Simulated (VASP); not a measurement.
## KZrO3: single point with LDA

The system is KZrO3.

```
K Zr O
1.0
     4.23829    0.00000    0.00000
     0.00000    4.23829    0.00000
     0.00000    0.00000    4.23829
K Zr O
1 1 3
Cartesian
  0.0000 0.0000 0.0000
  2.1191 2.1191 2.1191
  2.1191 2.1191 0.0000
  2.1191 0.0000 2.1191
  0.0000 2.1191 2.1191
```

```
Program                : VASP 6.6.1
Task                   : single point
Functional             : LDA
Potentials or basis    : VASP PAW LDA potentials, release 64 (K_sv, Zr_sv, O)
Cutoff                 : 600 eV
k mesh                 : 6 × 6 × 6
Occupations            : gaussian, width 0.15 eV
Spin                   : no spin polarisation
Dipole correction      : no
Further INCAR settings : ALGO = Normal; EDIFF = 1e-06; NBANDS = 28
```

```yaml
Pressure: -9.5 GPa
```

Levels at points of the mesh, in eV from the Fermi level:
```tsv
k point	band 16	band 17	band 18	band 19	band 20	band 21	band 22	band 23	band 24	band 25
(0.00, 0.00, 0.00)	-0.54	-0.54	-0.14	-0.14	-0.14	3.85	3.85	3.85	5.79	7.25
(0.50, 0.00, 0.00)	-1.27	-1.27	-0.88	-0.27	-0.27	4.02	5.80	5.80	7.42	8.16
(0.50, 0.50, 0.00)	-1.64	-0.90	-0.90	-0.66	0.26	5.83	5.83	6.93	8.03	9.79
(0.50, 0.50, 0.50)	-2.70	-2.70	0.28	0.28	0.28	7.02	7.02	7.02	8.70	8.70
```

It took 16 s on 1 thread of Intel(R) Xeon(R) 6975P-C (Granite Rapids), with other jobs on the host, peak memory 0.2 GiB.

Caveat: an odd number of electrons without spin polarisation forces a metal; a magnetic or distorted state may lie lower.
